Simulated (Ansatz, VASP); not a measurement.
## KCl in VASP and in Ansatz

```
K Cl
1.0
     0.00000   -3.18978   -3.18978
    -3.18978    0.00000   -3.18978
     3.18978    3.18978   -6.37957
K Cl
2 2
Direct
  0.00000 0.00000 0.00000
  0.50000 0.50000 0.50000
  0.75000 0.75000 0.75000
  0.25000 0.25000 0.25000
```

Alike in both runs: task single point; functional PBE; k mesh 6 × 6 × 6; occupations gaussian, width 0.05 eV; no spin polarisation.

```csv
,VASP,Ansatz
version,VASP 6.6.1,Ansatz 0.2.0
potentials or method,"VASP PAW PBE potentials, release 64 (K_sv, Cl), cutoff 520 eV","scalar-relativistic, plane waves, PAW"
valence electrons in the cell,32,32
```

|  | VASP | Ansatz | Ansatz less VASP |
| --- | --- | --- | --- |
| gap on the k mesh at the Fermi level (eV) | 5.05 | 5.05 | +0.002 |
| least direct gap on the mesh (eV) | 5.05 | 5.05 | +0.002 |
| pressure (GPa) | 0.0 | 0.0 | -0.01 |

With one functional, cell and mesh, what is left measures potentials, basis and numerics.
